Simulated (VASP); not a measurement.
# P in VASP: notebook

The runs below take P through single point, with PBEsol, revPBE+D3(BJ), BHLYP, r2SCAN.

All numbers are computed with VASP 6.6.1; they aren't measurements. Logs are shortened: lines on timing, memory, paths and dates and some standing lists are left out, and cuts for length are marked.

## (1) The cell of the first run

The typed cell holds 2 atoms: a = 3.710 Å, b = 3.710 Å, c = 3.710 Å, α = 55.44°, β = 55.44°, γ = 55.44°.

## (2) Single point, PBEsol (atoms moved at random)

File INCAR:

```
  PREC = Accurate
  ENCUT = 520
  EDIFF = 1E-6
  ISMEAR = -1
  SIGMA = 0.05
  LREAL = F
  LASPH = T
  NELM = 80
  ALGO = Normal
  ISIF = 2
  LWAVE = F
  LCHARG = F
  GGA = PS
  NBANDS = 12
```

File KPOINTS:

```
Automatic mesh
0
Gamma
  9 9 9
```

File POSCAR:

```
P
1.0
    1.7257251780      0.9963478961      3.1296800121
   -1.7257251780      0.9963478961      3.1296800121
    0.0000000000     -1.9926957921      3.1296800121
P
2
Direct
    0.7636290000      0.7712140000      0.7633900000
    0.2219640000      0.2289910000      0.2268450000
```

Potentials or basis: VASP PAW PBE potentials, release 64 (P).

On the command line:

```
$ cat potpaw_PBE.64/P/POTCAR > POTCAR
$ mpirun -np 1 vasp_std > vasp.out
```

OUTCAR:

```text
PREC = Accurate
   ENCUT = 520
   EDIFF = 1E-6
   ISMEAR = -1
   LREAL = F
   LASPH = T
   NELM = 80
   ISIF = 2
   GGA = PS

 ion  position               nearest neighbor table
   1  0.764  0.771  0.763-   2 2.31   2 2.32   2 2.33   2 2.78   2 2.78   2 2.79
   2  0.222  0.229  0.227-   1 2.31   1 2.32   1 2.33   1 2.78   1 2.78   1 2.79

  LATTYP: Found a trigonal (rhomboedric) cell.
 ALAT       =     3.7102201415
 COS(alpha) =     0.5673129383

  Lattice vectors:

 A1 = (   1.7257251780,   0.9963478961,   3.1296800121)
 A2 = (  -1.7257251780,   0.9963478961,   3.1296800121)
 A3 = (   0.0000000000,  -1.9926957921,   3.1296800121)

Analysis of symmetry for initial positions (statically):
=====================================================================
 Subroutine PRICEL returns:
 Original cell was already a primitive cell.

 Routine SETGRP: Setting up the symmetry group for a
 trigonal (rhombohedral) supercell.

 Subroutine GETGRP returns: Found  2 space group operations
 (whereof  1 operations were pure point group operations)
 out of a pool of 12 trial point group operations.

The static configuration has the point symmetry C_1 .
 The point group associated with its full space group is S_2 .

Analysis of symmetry for dynamics (positions and initial velocities):
=====================================================================
 Subroutine PRICEL returns:
 Original cell was already a primitive cell.

 Routine SETGRP: Setting up the symmetry group for a
 trigonal (rhombohedral) supercell.

 Subroutine GETGRP returns: Found  2 space group operations
 (whereof  1 operations were pure point group operations)
 out of a pool of 12 trial point group operations.

The dynamic configuration has the point symmetry C_1 .
 The point group associated with its full space group is S_2 .

 Subroutine INISYM returns: Found  2 space group operations
 (whereof  1 operations are pure point group operations),
 and found     1 'primitive' translations

----------------------------------------------------------------------------------------

                                     Primitive cell

  volume of cell :      32.2875

  direct lattice vectors                    reciprocal lattice vectors
     1.725725178  0.996347896  3.129680012     0.289733271  0.167277582  0.106507161
    -1.725725178  0.996347896  3.129680012    -0.289733271  0.167277582  0.106507161
     0.000000000 -1.992695792  3.129680012     0.000000000 -0.334555164  0.106507161

  length of vectors
     3.710220141  3.710220141  3.710220141     0.351099605  0.351099605  0.351099605

  position of ions in fractional coordinates (direct lattice)
     0.763629000  0.771214000  0.763390000
     0.221964000  0.228991000  0.226845000

  ion indices of the primitive-cell ions
   primitive index   ion index
                 1           1
                 2           2

----------------------------------------------------------------------------------------

 KPOINTS: Automatic mesh

Automatic generation of k-mesh.
 Grid dimensions read from file:
 generate k-points for:    9    9    9

 Generating k-lattice:

  Cartesian coordinates                     Fractional coordinates (reciprocal lattice)
     0.032192586  0.018586398  0.011834129     0.111111111  0.000000000  0.000000000
    -0.032192586  0.018586398  0.011834129     0.000000000  0.111111111  0.000000000
     0.000000000 -0.037172796  0.011834129    -0.000000000 -0.000000000  0.111111111

  Length of vectors
     0.039011067  0.039011067  0.039011067

  Shift w.r.t. Gamma in fractional coordinates (k-lattice)
     0.000000000  0.000000000  0.000000000

 Subroutine IBZKPT returns following result:
 ===========================================

 Found    365 irreducible k-points:

 Following reciprocal coordinates:
            Coordinates               Weight
  0.000000  0.000000  0.000000      1.000000
  0.111111 -0.000000  0.000000      2.000000
 -0.000000  0.111111  0.000000      2.000000
  0.000000  0.000000  0.111111      2.000000
  0.222222  0.000000  0.000000      2.000000
  0.000000  0.222222  0.000000      2.000000
[... 16 lines left out ...]
  0.333333  0.111111 -0.000000      2.000000
 -0.333333  0.000000 -0.111111      2.000000
 [... further k-points ...]
   k-points           NKPTS =    365   k-points in BZ     NKDIM =    365   number of bands    NBANDS=     12
   number of dos      NEDOS =    301   number of ions     NIONS =      2
   total plane-waves  NPLWV =  21952
   dimension x,y,z NGX =    28 NGY =   28 NGZ =   28
   dimension x,y,z NGXF=    56 NGYF=   56 NGZF=   56
   ions per type =               2
   NGX,Y,Z   is equivalent  to a cutoff of  12.55, 12.55, 12.55 a.u.
   NGXF,Y,Z  is equivalent  to a cutoff of  25.09, 25.09, 25.09 a.u.
 SYSTEM =  unknown system
   PREC   = accura    normal or accurate (medium, high low for compatibility)
   ISTART =      0    job   : 0-new  1-cont  2-samecut
   ICHARG =      2    charge: 1-file 2-atom 10-const
   ISPIN  =      1    spin polarized calculation?
   LNONCOLLINEAR =      F non collinear calculations
   LSORBIT =      F    spin-orbit coupling
   LASPH  =      T    aspherical Exc in radial PAW
   ENCUT  =  520.0 eV  38.22 Ry    6.18 a.u.   6.90  6.90  6.90*2*pi/ulx,y,z
   NELM   =     80;   NELMIN=  2; NELMDL= -5     # of ELM steps
   EDIFF  = 0.1E-05   stopping-criterion for ELM
   LREAL  =      F    real-space projection
   EDIFFG = 0.1E-04   stopping-criterion for IOM
   NSW    =      0    number of steps for IOM
   IBRION =     -1    ionic relax: 0-MD 1-quasi-New 2-CG
   NFREE  =      0    steps in history (QN), initial steepest desc. (CG)
   ISIF   =      2    stress and relaxation
   ISYM   =      2    0-nonsym 1-usesym 2-fastsym
   POTIM  = 0.5000    time-step for ionic-motion
   TEBEG  =    0.0;   TEEND  =   0.0 temperature during run
   PSTRESS=    0.0 pullay stress
   NELECT =      10.0000    total number of electrons
   NUPDOWN=      -1.0000    fix difference up-down
   EMIN   =  10.00;   EMAX   =-10.00  energy-range for DOS
   EFERMI =   0.00;   METHOD = LEGACY
   ISMEAR =    -1;   SIGMA  =   0.05  broadening in eV -4-tet -1-fermi 0-gaus
   EFERMI_NEDOS =   21; number of points for ismear=-14 and -15
   IALGO  =     38    algorithm
   IMIX   =      4    mixing-type and parameters
     AMIX     =   0.40;   BMIX     =  1.00
     AMIX_MAG =   1.60;   BMIX_MAG =  1.00
  volume/ion in A,a.u.               =      16.14       108.94
  Fermi-wavevector in a.u.,A,eV,Ry     =   1.107636  2.093128 16.692396  1.226857
  Thomas-Fermi vector in A             =   2.244152
   LORBIT       =      0    0 simple, 1 ext, 2 COOP (PROOUT), +10 PAW based schemes
   GGA     = PS    functional components
   LHFCALC =     F    Hartree Fock is set to
   AEXX    =    0.0000 exact exchange contribution
   IVDW    =     0    specifies the selected vdW correction
   LEPSILON=     F    determine dielectric tensor
   LRPA    =     F    only Hartree local field effects (RPA)
 non-spin polarized calculation
  energy-cutoff  :      520.00
  volume of cell :       32.29
 maximum number of plane-waves:       886
   NGX = 13   NGY = 13   NGZ = 13

 number of electron      10.0000000 magnetization

 Free energy of the ion-electron system (eV)
  ---------------------------------------------------
  ext. energy  EPLUGINS =         0.00000000
  ---------------------------------------------------
  free energy    TOTEN  =       -11.56435395 eV

  energy without entropy =      -11.56151222  energy(sigma->0) =      -11.56293309

 E-fermi :   8.8136     XC(G=0): -10.8848

 val. band max:        8.8117278385   @ k =   0.3333  -0.0000  -0.1111
 cond. band min:       8.9022791497   @ k =  -0.1111   0.4444   0.0000
 fundamental gap:      0.0905513112
 Fermi energy:         8.8135656575

 k-point     1 :       0.0000    0.0000    0.0000
  band No.  band energies     occupation
      1      -7.5410      2.00000
      2       5.2996      2.00000
      3       5.6036      2.00000
      4       6.1690      2.00000
      5       6.2340      2.00000
      6      10.5069      0.00000
      7      11.6553      0.00000
      8      11.7670      0.00000
      9      14.4866      0.00000
     10      14.5773      0.00000
     11      15.6001      0.00000
     12      15.8683      0.00000

 k-point     2 :       0.1111   -0.0000    0.0000
  band No.  band energies     occupation
      1      -7.3400      2.00000
      2       3.8185      2.00000
      3       5.6268      2.00000
      4       6.0460      2.00000
      5       6.8411      2.00000
      6      10.8794      0.00000
      7      11.5171      0.00000
      8      11.6079      0.00000
      9      13.5483      0.00000
     10      14.0776      0.00000
     11      14.5845      0.00000
     12      17.4364      0.00000

 k-point     3 :      -0.0000    0.1111    0.0000
  band No.  band energies     occupation
      1      -7.3400      2.00000
      2       3.8195      2.00000
      3       5.6299      2.00000
      4       6.0414      2.00000
      5       6.8414      2.00000
      6      10.8781      0.00000
      7      11.5230      0.00000
      8      11.6005      0.00000
      9      13.5523      0.00000
     10      14.0753      0.00000
     11      14.5874      0.00000
     12      17.4362      0.00000
[... 286 lines left out ...]
 k-point    23 :       0.3333    0.1111   -0.0000
  band No.  band energies     occupation
      1      -6.0037      2.00000
      2       0.2771      2.00000
      3       4.4377      2.00000
      4       5.0648      2.00000
      5       7.3548      2.00000
      6      10.1023      0.00000
      7      10.8702      0.00000
      8      11.3881      0.00000
      9      13.6908      0.00000
     10      16.1820      0.00000
     11      17.5241      0.00000
     12      20.7257      0.00000

 k-point    24 :      -0.3333    0.0000   -0.1111
  band No.  band energies     occupation
      1      -6.0063      2.00000
      2       0.2916      2.00000
      3       4.4276      2.00000
      4       5.0579      2.00000
      5       7.3614      2.00000
      6      10.0709      0.00000
      7      10.8884      0.00000
      8      11.4140      0.00000
      9      13.6483      0.00000
     10      16.1663      0.00000
     11      17.5711      0.00000
     12      20.7352      0.00000

 [... further k-points ...]
[... 5 lines left out ...]
  --------------------------------------------------------------------------------------
  -------------------------------------------------------------------------------------
  Total       -0.5196651     -0.5425621     -0.9924704     -0.0015603      0.0319057     -0.0027406
  in kB      -25.7869708    -26.9231701    -49.2486500     -0.0774246      1.5832338     -0.1359951
  external PRESSURE =     -33.9862637 kB  Pullay stress =       0.0000000 kB

 VOLUME and BASIS-vectors are now :
 -----------------------------------------------------------------------------
  energy-cutoff  :      520.00
  volume of cell :       32.29
      direct lattice vectors                 reciprocal lattice vectors
     1.725725178  0.996347896  3.129680012     0.289733271  0.167277582  0.106507161
    -1.725725178  0.996347896  3.129680012    -0.289733271  0.167277582  0.106507161
     0.000000000 -1.992695792  3.129680012     0.000000000 -0.334555164  0.106507161

 POSITION                                       TOTAL-FORCE (eV/Angst)
 -----------------------------------------------------------------------------------
     -0.01309      0.00803      7.19273         0.003394     -0.041010      0.189489
     -0.01213     -0.00273      2.12130        -0.003394      0.041010     -0.189489
 -----------------------------------------------------------------------------------
    total drift:                               -0.000001      0.000000      0.000001

  FREE ENERGIE OF THE ION-ELECTRON SYSTEM (eV)
  ---------------------------------------------------
  free  energy   TOTEN  =       -11.5643539544 eV

  energy  without entropy=      -11.5615122242  energy(sigma->0) =      -11.56293309
```

Wall time 51 s (1 thread of Intel Xeon 6975P-C (Granite Rapids), shared host); peak memory 0.22 GiB.

Results:

```
Free energy            : -11.5644 eV
Pressure               : -3.4 GPa
Largest force          : 0.194 eV/Å
Band gap on the k mesh : zero (band 5 reaches 9.42 eV, above the bottom of band 6 at 8.70 eV)
```

Forces on the atoms (eV/Å):
```
P    0.003 -0.041  0.189
P   -0.003  0.041 -0.189
```

Caveat: the cell differs from its parent crystal (atoms moved at random); the PAW data sets were made with another functional, which shifts forces and pressure a little.

(Continued in part 2 of 2.)
